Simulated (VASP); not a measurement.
# AlN (P6_3mc) in VASP: further runs, part 2 of 2

VASP 6.6.1. The steps go on from the part before.

## 3. Single point, PBE

This run uses another cell than the first one, of 10.03 Å³/atom, 1.021 times its volume.

INCAR reads:

```
ALGO = Normal
EDIFF = 1E-6
ENCUT = 600
GGA = PE
GGA_COMPAT = F
ISIF = 2
ISMEAR = 0
LASPH = T
LCHARG = F
LREAL = F
LWAVE = F
NBANDS = 16
NELM = 120
PREC = Accurate
SIGMA = 0.01
```

KPOINTS reads:

```
k-points
0
Gamma
  7 7 4
```

POSCAR reads:

```
AlN
1.0
    3.0709272750      0.0000000000      0.0000000000
   -1.5354636375      2.6595009524      0.0000000000
    0.0000000000      0.0000000000      4.9136809369
Al N
2 2
Direct
    0.3333333333      0.6666666667      0.0000000000
    0.6666666667      0.3333333333      0.5000000000
    0.3333333333      0.6666666667      0.3800000000
    0.6666666667      0.3333333333      0.8800000000
```

Potentials or basis: VASP PAW PBE potentials, release 64 (Al, N).

The run is started by

```console
$ cat potpaw_PBE.64/Al/POTCAR potpaw_PBE.64/N/POTCAR > POTCAR
$ mpirun -np 1 vasp_std > vasp.out
```

Run time: 11 s. Hardware: 1 thread of Intel Xeon 6975P-C (Granite Rapids), shared host; peak memory 0.17 GiB.

Results (log left out):

```
Free energy            : -29.6907 eV
Pressure               : 12.5 GPa
Largest force          : 0.162 eV/Å
Band gap on the k mesh : 4.59 eV, direct
```

Forces on the atoms (eV/Å):
```
Al   0.000  0.000 -0.162
Al   0.000  0.000 -0.162
N    0.000  0.000  0.162
N    0.000  0.000  0.162
```

Stress tensor (GPa, compression positive):
```
12.07  0.00  0.00
 0.00 12.07  0.00
 0.00  0.00 13.47
```

Levels at points of the mesh, in eV from the valence-band top:
```tsv
k point	band 5	band 6	band 7	band 8	band 9	band 10	band 11	band 12
(0.00, 0.00, 0.00)	-0.85	-0.19	-0.19	0.00	4.59	7.02	10.95	11.46
(0.00, 0.00, 0.50)	-0.53	-0.53	-0.53	-0.53	6.83	6.83	10.68	10.68
```

## 4. Single point, PBE

This run uses another cell than the first one, of 10.24 Å³/atom, 1.043 times its volume.

INCAR reads:

```
PREC     = Accurate       # precision mode
ENCUT    = 600            # plane-wave cutoff, eV
EDIFF    = 1E-6           # SCF threshold, eV
ISMEAR   = 0              # smearing method
SIGMA    = 0.01           # smearing width, eV
LREAL    = F              # projectors in reciprocal space
LASPH    = T              # aspherical terms in the spheres
NELM     = 120            # most SCF steps
ALGO     = Normal         # electronic algorithm
ISIF     = 2              # what is computed and relaxed
LWAVE    = F              # write WAVECAR
LCHARG   = F              # write CHGCAR
GGA      = PE             # functional
NBANDS   = 16             # bands
GGA_COMPAT= F
```

KPOINTS reads:

```
Automatic mesh
0
Gamma
  7 7 4
```

POSCAR reads:

```
AlN
1.0
    3.0921067530      0.0000000000      0.0000000000
   -1.5460533765      2.6778429179      0.0000000000
    0.0000000000      0.0000000000      4.9475694625
Al N
2 2
Direct
    0.3333333333      0.6666666667      0.0000000000
    0.6666666667      0.3333333333      0.5000000000
    0.3333333333      0.6666666667      0.3800000000
    0.6666666667      0.3333333333      0.8800000000
```

The run is started by

```console
$ cat potpaw_PBE.64/Al/POTCAR potpaw_PBE.64/N/POTCAR > POTCAR
$ mpirun -np 1 vasp_std > vasp.out
```

It took 9.5 s on 1 thread of Intel Xeon 6975P-C (Granite Rapids), shared host; peak memory 0.17 GiB.

It converged, with:

```
Free energy            : -29.7443 eV
Pressure               : 7.7 GPa
Largest force          : 0.145 eV/Å
Band gap on the k mesh : 4.40 eV, direct
```

Forces in eV/Å, atoms in the order of the input:
```
Al   0.000  0.000 -0.145
Al   0.000  0.000 -0.145
N    0.000  0.000  0.145
N    0.000  0.000  0.145
```

Stress tensor (GPa, compression positive):
```
7.21 0.00 0.00
0.00 7.21 0.00
0.00 0.00 8.73
```

Levels at points of the mesh, in eV from the valence-band top:
```
           k point  band 5  band 6  band 7  band 8  band 9  band 10  band 11  band 12
(0.00, 0.00, 0.00)   -0.84   -0.18   -0.18    0.00    4.40     6.84    10.78    11.31
(0.00, 0.00, 0.50)   -0.52   -0.52   -0.52   -0.52    6.65     6.65    10.51    10.51
```

A hybrid or GW would open this gap; PBE tends to underestimate it.

## 5. Single point, PBE

This run uses another cell than the first one, of 10.45 Å³/atom, 1.064 times its volume.

INCAR reads:

```
SYSTEM = AlN
PREC = Accurate
ENCUT = 600
EDIFF = 1E-6
ISMEAR = 0
SIGMA = 0.01
LREAL = .False.
LASPH = .True.
NELM = 120
ALGO = Normal
ISIF = 2
LWAVE = .False.
LCHARG = .True.
GGA = PE
LELF = .True.
LVHAR = .True.
NBANDS = 16
GGA_COMPAT = .False.
```

KPOINTS reads:

```
Automatic mesh
0
Gamma
  7 7 4
  0 0 0
```

POSCAR reads:

```
AlN
1.0
    3.1130000000      0.0000000000      0.0000000000
   -1.5565000000      2.6959370000      0.0000000000
    0.0000000000      0.0000000000      4.9810000000
Al N
2 2
Direct
    0.3333333333      0.6666666667      0.0000000000
    0.6666666667      0.3333333333      0.5000000000
    0.3333333333      0.6666666667      0.3800000000
    0.6666666667      0.3333333333      0.8800000000
```

The run is started by

```console
$ cat potpaw_PBE.64/Al/POTCAR potpaw_PBE.64/N/POTCAR > POTCAR
$ mpirun -np 1 vasp_std > vasp.out
```

Wall time 11 s (1 thread of Intel Xeon 6975P-C (Granite Rapids), shared host); peak memory 0.17 GiB.

Results (log left out):

| Item | Value |
| --- | --- |
| Free energy | -29.7740 eV |
| Pressure | 3.3 GPa |
| Largest force | 0.129 eV/Å |
| Band gap on the k mesh | 4.22 eV, direct |

Forces on the atoms (eV/Å):
```
Al   0.000  0.000 -0.129
Al   0.000  0.000 -0.129
N    0.000  0.000  0.129
N    0.000  0.000  0.129
```

Stress tensor (GPa, compression positive):
```
2.79 0.00 0.00
0.00 2.79 0.00
0.00 0.00 4.44
```

Levels at points of the mesh, in eV from the valence-band top:
| k point | band 4 | band 5 | band 6 | band 7 | band 8 | band 9 | band 10 | band 11 | band 12 | band 13 |
| --- | --- | --- | --- | --- | --- | --- | --- | --- | --- | --- |
| (0.00, 0.00, 0.00) | -0.83 | -0.83 | -0.18 | -0.18 | 0.00 | 4.22 | 6.66 | 10.61 | 11.17 | 11.17 |
| (0.00, 0.00, 0.50) | -3.32 | -0.52 | -0.52 | -0.52 | -0.52 | 6.47 | 6.47 | 10.34 | 10.34 | 11.48 |

## 6. Single point, PBE

This run uses another cell than the first one, of 10.87 Å³/atom, 1.106 times its volume.

INCAR reads:

```
PREC     = Accurate       # precision mode
ENCUT    = 600            # plane-wave cutoff, eV
EDIFF    = 1E-6           # SCF threshold, eV
ISMEAR   = 0              # smearing method
SIGMA    = 0.01           # smearing width, eV
LREAL    = False          # projectors in reciprocal space
LASPH    = True           # aspherical terms in the spheres
NELM     = 120            # most SCF steps
ALGO     = Normal         # electronic algorithm
ISIF     = 2              # what is computed and relaxed
LWAVE    = False          # write WAVECAR
LCHARG   = False          # write CHGCAR
GGA      = PE             # functional
NBANDS   = 16             # bands
GGA_COMPAT= False
```

KPOINTS reads:

```
regular mesh
0
Gamma
  7 7 4
```

POSCAR reads:

```
AlN
1.0
    3.1539652241      0.0000000000      0.0000000000
   -1.5769826120      2.7314139237      0.0000000000
    0.0000000000      0.0000000000      5.0465469904
Al N
2 2
Direct
    0.3333333333      0.6666666667      0.0000000000
    0.6666666667      0.3333333333      0.5000000000
    0.3333333333      0.6666666667      0.3800000000
    0.6666666667      0.3333333333      0.8800000000
```

Potentials or basis: VASP PAW PBE potentials, release 64 (Al, N).

The run is started by

```console
$ cat potpaw_PBE.64/Al/POTCAR potpaw_PBE.64/N/POTCAR > POTCAR
$ mpirun -np 1 vasp_std > vasp.out
```

It took 9.6 s on 1 thread of Intel Xeon 6975P-C (Granite Rapids), shared host; peak memory 0.17 GiB.

The run converged. Its results:

- Free energy: -29.7701 eV
- Pressure: -4.2 GPa
- Largest force: 0.101 eV/Å
- Band gap on the k mesh: 3.88 eV, direct

Forces on the atoms (eV/Å):
```
Al   0.000  0.000 -0.101
Al   0.000  0.000 -0.101
N    0.000  0.000  0.101
N    0.000  0.000  0.101
```

Stress tensor (GPa, compression positive):
```
-4.83  0.00  0.00
 0.00 -4.83  0.00
 0.00  0.00 -3.00
```

Levels at points of the mesh, in eV from the valence-band top:
| k point | band 6 | band 7 | band 8 | band 9 | band 10 | band 11 |
| --- | --- | --- | --- | --- | --- | --- |
| (0.00, 0.00, 0.00) | -0.17 | -0.17 | 0.00 | 3.88 | 6.33 | 10.30 |
| (0.00, 0.00, 0.50) | -0.50 | -0.50 | -0.50 | 6.13 | 6.13 | 10.02 |

## 7. Single point, PBE

This run uses another cell than the first one, of 11.08 Å³/atom, 1.128 times its volume.

INCAR reads:

```
SYSTEM = AlN
ALGO = Normal
EDIFF = 1E-6
ENCUT = 600
GGA = PE
GGA_COMPAT = .FALSE.
ISIF = 2
ISMEAR = 0
LASPH = .TRUE.
LCHARG = .FALSE.
LREAL = .FALSE.
LWAVE = .FALSE.
NBANDS = 16
NELM = 120
PREC = Accurate
SIGMA = 0.01
```

KPOINTS reads:

```
k-points
0
G
  7 7 4
  0 0 0
```

POSCAR reads:

```
AlN
1.0
    3.1740547162      0.0000000000      0.0000000000
   -1.5870273581      2.7488119336      0.0000000000
    0.0000000000      0.0000000000      5.0786914685
Al N
2 2
Direct
    0.3333333333      0.6666666667      0.0000000000
    0.6666666667      0.3333333333      0.5000000000
    0.3333333333      0.6666666667      0.3800000000
    0.6666666667      0.3333333333      0.8800000000
```

The run is started by

```console
$ cat potpaw_PBE.64/Al/POTCAR potpaw_PBE.64/N/POTCAR > POTCAR
$ mpirun -np 1 vasp_std > vasp.out
```

It took 9.3 s on 1 thread of Intel Xeon 6975P-C (Granite Rapids), shared host; peak memory 0.17 GiB.

It converged, with:

```
Free energy            : -29.7404 eV
Pressure               : -7.5 GPa
Largest force          : 0.088 eV/Å
Band gap on the k mesh : 3.72 eV, direct
```

Forces on the atoms (eV/Å):
```
Al   0.000  0.000 -0.088
Al   0.000  0.000 -0.088
N    0.000  0.000  0.088
N    0.000  0.000  0.088
```

Stress tensor (GPa, compression positive):
```
-8.12  0.00  0.00
 0.00 -8.12  0.00
 0.00  0.00 -6.22
```

Levels at points of the mesh, in eV from the valence-band top:
```tsv
k point	band 6	band 7	band 8	band 9	band 10	band 11
(0.00, 0.00, 0.00)	-0.17	-0.17	0.00	3.72	6.17	10.15
(0.00, 0.00, 0.50)	-0.50	-0.50	-0.50	5.97	5.97	9.87
```

## 8. Summary

```tsv
cell	gap on the mesh (eV)	pressure (GPa)	largest force (eV/Å)
a = 3.049, b = 3.049, c = 4.879 Å, angles 90.0, 90.0, 120.0°, 4 atoms	4.78	17.9	0.18
a = 3.071, b = 3.071, c = 4.914 Å, angles 90.0, 90.0, 120.0°, 4 atoms	4.59	12.5	0.16
a = 3.092, b = 3.092, c = 4.948 Å, angles 90.0, 90.0, 120.0°, 4 atoms	4.40	7.7	0.15
a = 3.113, b = 3.113, c = 4.981 Å, angles 90.0, 90.0, 120.0°, 4 atoms	4.22	3.3	0.13
a = 3.154, b = 3.154, c = 5.047 Å, angles 90.0, 90.0, 120.0°, 4 atoms	3.88	-4.2	0.10
a = 3.174, b = 3.174, c = 5.079 Å, angles 90.0, 90.0, 120.0°, 4 atoms	3.72	-7.5	0.09
```

Alike in all rows: task single point; level PBE; potentials or basis VASP PAW PBE potentials, release 64 (Al, N); no spin polarisation; k mesh 7 × 7 × 4; cutoff (eV) 600; smearing gaussian 0.01 eV.

Total energies depend on the potentials used, so only differences within one code and one set of settings carry meaning.
